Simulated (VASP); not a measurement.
# HPt3 in VASP: further runs, part 2 of 2

VASP 6.6.1. The steps go on from the part before.

## Step 3: Relaxation of the atoms, PBE

Input file INCAR:

```
SYSTEM = HPt3
PREC = Accurate ; ENCUT = 520
EDIFF = 1E-7 ; ISMEAR = 0
SIGMA = 0.1 ; LREAL = .FALSE.
LASPH = .TRUE. ; NELM = 100
ALGO = Normal ; ISIF = 2
LWAVE = .FALSE. ; LCHARG = .FALSE.
LDIPOL = .TRUE. ; IDIPOL = 3
DIPOL = 0.5 0.5 0.356 ; GGA = PE
IBRION = 2 ; NSW = 50
EDIFFG = -0.025
```

Input file KPOINTS:

```
Automatic mesh
0
G
  12 12 1
  0 0 0
```

Input file POSCAR:

```
HPt3
1.0
    2.8071640675      0.0000000000      0.0000000000
   -1.4035820338      2.4310753951      0.0000000000
    0.0000000000      0.0000000000     20.1192652917
Pt H
3 1
Selective dynamics
Direct
    0.6666666667      0.3333333333      0.1988144170  F F F
    0.3333333333      0.6666666667      0.3136149989  F F F
    0.0000000000      0.0000000000      0.4284085510  T T T
    0.0000000000      0.5000000000      0.4816556198  F F T
```

Potentials or basis: VASP PAW PBE potentials, release 64 (Pt, H).

Launch:

```
> cat potpaw_PBE.64/Pt/POTCAR potpaw_PBE.64/H/POTCAR > POTCAR
> mpirun -np 1 vasp_std > vasp.out
```

OUTCAR:

```text
SYSTEM = HPt3
   PREC = Accurate
   ENCUT = 520
   EDIFF = 1E-7
   ISMEAR = 0
   LREAL = .FALSE.
   LASPH = .TRUE.
   NELM = 100
   ISIF = 2
   GGA = PE
   IBRION = 2
   NSW = 50
   EDIFFG = -0.025

 ion  position               nearest neighbor table
   1  0.667  0.333  0.199-   2 2.82   2 2.82   2 2.82
   2  0.333  0.667  0.314-   3 2.82   3 2.82   3 2.82   1 2.82   1 2.82   1 2.82
   3  0.000  0.000  0.428-   4 1.77   4 1.77   2 2.82   2 2.82   2 2.82
   4  0.000  0.500  0.482-   3 1.77   3 1.77

  LATTYP: Found a hexagonal cell.
 ALAT       =     2.8071640675
 C/A-ratio  =     7.1671141436

  Lattice vectors:

 A1 = (   2.8071640675,   0.0000000000,   0.0000000000)
 A2 = (  -1.4035820338,   2.4310753951,   0.0000000000)
 A3 = (   0.0000000000,   0.0000000000,  20.1192652917)

Analysis of symmetry for initial positions (statically):
=====================================================================
 Subroutine PRICEL returns:
 Original cell was already a primitive cell.

 Routine SETGRP: Setting up the symmetry group for a
 hexagonal supercell.

 Subroutine GETGRP returns: Found  2 space group operations
 (whereof  2 operations were pure point group operations)
 out of a pool of 24 trial point group operations.

The static configuration has the point symmetry C_1h.

Analysis of symmetry for dynamics (positions and initial velocities):
=====================================================================
 Subroutine PRICEL returns:
 Original cell was already a primitive cell.

 Routine SETGRP: Setting up the symmetry group for a
 hexagonal supercell.

 Subroutine GETGRP returns: Found  2 space group operations
 (whereof  2 operations were pure point group operations)
 out of a pool of 24 trial point group operations.

The dynamic configuration has the point symmetry C_1h.

Analysis of constrained symmetry for selective dynamics:
=====================================================================
 Subroutine PRICEL returns:
 Original cell was already a primitive cell.

 Routine SETGRP: Setting up the symmetry group for a
 hexagonal supercell.

 Subroutine GETGRP returns: Found  2 space group operations
 (whereof  2 operations were pure point group operations)
 out of a pool of 24 trial point group operations.

The constrained configuration has the point symmetry C_1h.

 Subroutine INISYM returns: Found  2 space group operations
 (whereof  2 operations are pure point group operations),
 and found     1 'primitive' translations

----------------------------------------------------------------------------------------

                                     Primitive cell

  volume of cell :     137.3025

  direct lattice vectors                    reciprocal lattice vectors
     2.807164068  0.000000000  0.000000000     0.356231405  0.205670298  0.000000000
    -1.403582034  2.431075395  0.000000000     0.000000000  0.411340595  0.000000000
     0.000000000  0.000000000 20.119265292     0.000000000  0.000000000  0.049703604
[... 86 lines left out ...]
   ENCUT  =  520.0 eV  38.22 Ry    6.18 a.u.   5.22  5.22 37.41*2*pi/ulx,y,z
   NELM   =    100;   NELMIN=  2; NELMDL= -5     # of ELM steps
   EDIFF  = 0.1E-06   stopping-criterion for ELM
   LREAL  =      F    real-space projection
   EDIFFG = -.3E-01   stopping-criterion for IOM
   NSW    =     50    number of steps for IOM
   IBRION =      2    ionic relax: 0-MD 1-quasi-New 2-CG
   NFREE  =      1    steps in history (QN), initial steepest desc. (CG)
   ISIF   =      2    stress and relaxation
   ISYM   =      2    0-nonsym 1-usesym 2-fastsym
   POTIM  = 0.5000    time-step for ionic-motion
   TEBEG  =    0.0;   TEEND  =   0.0 temperature during run
   PSTRESS=    0.0 pullay stress
   NELECT =      31.0000    total number of electrons
   NUPDOWN=      -1.0000    fix difference up-down
   EMIN   =  10.00;   EMAX   =-10.00  energy-range for DOS
   EFERMI =   0.00;   METHOD = LEGACY
   ISMEAR =     0;   SIGMA  =   0.10  broadening in eV -4-tet -1-fermi 0-gaus
   EFERMI_NEDOS =   21; number of points for ismear=-14 and -15
   IALGO  =     38    algorithm
   IMIX   =      4    mixing-type and parameters
     AMIX     =   0.40;   BMIX     =  1.00
     AMIX_MAG =   1.60;   BMIX_MAG =  1.00
  volume/ion in A,a.u.               =      34.33       231.64
  Fermi-wavevector in a.u.,A,eV,Ry     =   0.996864  1.883800 13.520626  0.993738
  Thomas-Fermi vector in A             =   2.128981
   LORBIT       =      0    0 simple, 1 ext, 2 COOP (PROOUT), +10 PAW based schemes
   GGA     = PE    functional components
   LHFCALC =     F    Hartree Fock is set to
   AEXX    =    0.0000 exact exchange contribution
   IVDW    =     0    specifies the selected vdW correction
   LEPSILON=     F    determine dielectric tensor
   LRPA    =     F    only Hartree local field effects (RPA)
 conjugate gradient relaxation of ions
 non-spin polarized calculation
 Gauss-broadening in eV      SIGMA  =   0.10
  energy-cutoff  :      520.00
  volume of cell :      137.30
 maximum number of plane-waves:      3715
 NGX is ok and might be reduce to    24
   NGX = 11   NGY = 11   NGZ = 75

 dipolmoment           0.000000      0.000000      0.020732 electrons x Angstroem

--------------------------------------- Ionic step        1  -------------------------------------------

 number of electron      31.0000000 magnetization

 Free energy of the ion-electron system (eV)
  ---------------------------------------------------
  ext. energy  EPLUGINS =         0.00000000
  ---------------------------------------------------
  free energy    TOTEN  =       -20.76077072 eV

  energy without entropy =      -20.73625489  energy(sigma->0) =      -20.74851280

------------------------ aborting loop because EDIFF is reached ----------------------------------------

  FORCE on cell =-STRESS in cart. coord.  units (eV):
  Direction    XX          YY          ZZ          XY          YZ          ZX
  --------------------------------------------------------------------------------------
  -------------------------------------------------------------------------------------
  Total       -2.5969896     -3.0915402      0.9389083      0.4282933     -0.0346272     -0.0599763
  in kB      -30.3041744    -36.0750662     10.9560851      4.9977389     -0.4040639     -0.6998615
  external PRESSURE =     -18.4743851 kB  Pullay stress =       0.0000000 kB
[... 95 lines left out ...]
  FREE ENERGIE OF THE ION-ELECTRON SYSTEM (eV)
  ---------------------------------------------------
  free  energy   TOTEN  =       -20.7653301112 eV

  energy  without entropy=      -20.7410900833  energy(sigma->0) =      -20.75321010

[... ionic steps 4 to 7 ...]

--------------------------------------- Ionic step        8  -------------------------------------------

 number of electron      31.0000000 magnetization

------------------------ aborting loop because EDIFF is reached ----------------------------------------
[... 71 lines left out ...]
--------------------------------------- Ionic step       10  -------------------------------------------

 number of electron      31.0000000 magnetization

 dipolmoment           0.000000      0.000000     -0.019315 electrons x Angstroem

 Free energy of the ion-electron system (eV)
  ---------------------------------------------------
  ext. energy  EPLUGINS =         0.00000000
  ---------------------------------------------------
  free energy    TOTEN  =       -20.77164978 eV

  energy without entropy =      -20.74722510  energy(sigma->0) =      -20.75943744

 E-fermi :   0.1130     XC(G=0):  -5.6018

 val. band max:        0.1064091542   @ k =   0.4167   0.1667   0.0000
 cond. band min:       0.1220664421   @ k =   0.0000   0.5000   0.0000
 fundamental gap:      0.0156572879
 Fermi energy:         0.1130109156

 k-point     1 :       0.0000    0.0000    0.0000
  band No.  band energies     occupation
      1      -9.4037      2.00000
      2      -7.9878      2.00000
      3      -6.5445      2.00000
      4      -4.2839      2.00000
      5      -3.5434      2.00000
      6      -3.2249      2.00000
[... 505 lines left out ...]
      6      -3.6881      2.00000
[... 11 lines left out ...]
     18       2.6933      0.00000
     19       5.7832      0.00000

 [... further k-points ...]

------------------------ aborting loop because EDIFF is reached ----------------------------------------

 vacuum level on the upper side and lower side of the slab       (xc-potential included)        -0.315         0.219

  FORCE on cell =-STRESS in cart. coord.  units (eV):
  Direction    XX          YY          ZZ          XY          YZ          ZX
  --------------------------------------------------------------------------------------
  -------------------------------------------------------------------------------------
  Total       -3.1357156     -3.6281468      0.1415396      0.4264579     -0.0634721     -0.1099373
  in kB      -36.5905475    -42.3367084      1.6516204      4.9763214     -0.7406538     -1.2828547
  external PRESSURE =     -25.7585452 kB  Pullay stress =       0.0000000 kB
[... 19 lines left out ...]
  FREE ENERGIE OF THE ION-ELECTRON SYSTEM (eV)
  ---------------------------------------------------
  free  energy   TOTEN  =       -20.7716497821 eV

  energy  without entropy=      -20.7472251036  energy(sigma->0) =      -20.75943744

 reached required accuracy - stopping structural energy minimisation

 vacuum level on the upper side and lower side of the slab         5.287         5.832
```

Wall time 14 min (1 thread of Intel Xeon Platinum 8124M at 3.00GHz (Skylake/Cascade Lake), shared host); peak memory 0.35 GiB.

What came out:

```yaml
Free_energy: -20.7716 eV
Energy_gained_by_relaxing: 2.7 meV/atom
Ionic_steps: 10
Band_gap_on_the_k_mesh: zero (an odd number of electrons rules out a gap without spin polarisation)
```

The path:
| step | energy change (eV) | largest force on free atoms (eV/Å) | pressure (GPa) |
| --- | --- | --- | --- |
| 1 | 0.0000 | 0.3051 | -1.85 |
| 2 | -0.0034 | 0.1512 | -1.91 |
| 3 | -0.0046 | 0.1879 | -1.95 |
| 4 | -0.0066 | 0.1471 | -2.07 |
| 5 | -0.0100 | 0.0388 | -2.40 |
| 6 | -0.0103 | 0.0405 | -2.53 |
| 7 | -0.0105 | 0.0319 | -2.55 |
| 8 | -0.0105 | 0.0376 | -2.55 |
| 9 | -0.0107 | 0.0285 | -2.56 |
| 10 | -0.0109 | 0.0189 | -2.58 |

Final structure:
```yaml
crystal:
  lattice:
    - [2.80716, 0.00000, 0.00000]
    - [-1.40358, 2.43108, 0.00000]
    - [0.00000, 0.00000, 20.11927]
  atoms:
    - { symbol: Pt, position: [0.66667, 0.33333, 0.19881] }
    - { symbol: Pt, position: [0.33333, 0.66667, 0.31361] }
    - { symbol: Pt, position: [0.02220, 0.01110, 0.43162] }
    - { symbol: H, position: [0.00000, 0.50000, 0.48485] }
```

Caveat: spin-orbit coupling is left out, which moves the levels of the heavy elements.

The gap in the log of VASP goes by the Fermi energy; the results here count the filled bands.